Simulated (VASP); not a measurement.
Set up this calculation in VASP 6.6.1, as the native input.

```
Task                   : single point
Functional             : LDA
Potentials or basis    : VASP PAW LDA potentials, release 64 (K_sv)
Cutoff                 : 520 eV
k mesh                 : 9 × 9 × 5
Occupations            : fermi-dirac, width 0.1 eV
Spin                   : no spin polarisation
Dipole correction      : no
Further INCAR settings : ALGO = Normal; EDIFF = 1e-06; NBANDS = 16
```

The structure of K lies in POSCAR:

```
K
1.0
    4.4487738712      0.0000000000      0.0000000000
   -2.2243869356      3.8527511882      0.0000000000
    0.0000000000      0.0000000000      7.2439668066
K
2
Direct
    0.3333333333      0.6666666667      0.2500000000
    0.6666666667      0.3333333333      0.7500000000
```

This cell differs from its parent crystal: volume scaled by 0.96.

One way to write it, as run:

INCAR

```
SYSTEM = K
  PREC = Accurate
  ENCUT = 520
  EDIFF = 1E-6
  ISMEAR = -1
  SIGMA = 0.1
  LREAL = .FALSE.
  LASPH = .TRUE.
  NELM = 100
  ALGO = Normal
  ISIF = 2
  LWAVE = .FALSE.
  LCHARG = .FALSE.
  GGA = CA
  NBANDS = 16
```

KPOINTS

```
Automatic mesh
0
G
  9 9 5
  0 0 0
```

Potentials or basis: VASP PAW LDA potentials, release 64 (K_sv).

Command:

```sh
$ cat potpaw_LDA.64/K_sv/POTCAR > POTCAR
$ mpirun -np 1 vasp_std > vasp.out
```

Results of the run:

| Item | Value |
| --- | --- |
| Pressure | 0.2 GPa |
| Band gap on the k mesh | zero (band 9 reaches 1.18 eV, above the bottom of band 10 at -1.17 eV) |

It took 43 s on 1 thread of Intel(R) Xeon(R) Platinum 8259CL CPU @ 2.50GHz (Skylake/Cascade Lake), on a shared host, peak memory 0.22 GiB.
